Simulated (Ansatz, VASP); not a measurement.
# One calculation of Br, two programs

```
Br
1.0
    -1.42349    1.42349    3.57752
     1.42349   -1.42349    3.57752
     1.42349    1.42349   -3.57752
Br
1
Direct
  0.00000 0.00000 0.00000
```

Alike in both runs: functional PBE0; k mesh 7 × 7 × 7; non-collinear spin, spin-orbit coupling.

```csv
,VASP,Ansatz
version,VASP 6.6.1,Ansatz 0.2.0
potentials or method,"VASP PAW PBE potentials, release 64 (Br)",Ansatz PAW
plane-wave cutoff (eV),400,420
occupations,"methfessel-paxton of order 1, width 0.05 eV","cold, width 0.05 eV"
valence electrons in the cell,7,7
task,single point,atomic charges
```

|  | VASP | Ansatz | Ansatz less VASP |
| --- | --- | --- | --- |
| pressure (GPa) | -0.3 | -0.2 | +0.17 |
| traceless stress, the component that is largest in VASP (GPa) | 1.18 | 1.09 | -0.096 |

The k mesh is coarse, so the values compare programs but aren't converged.
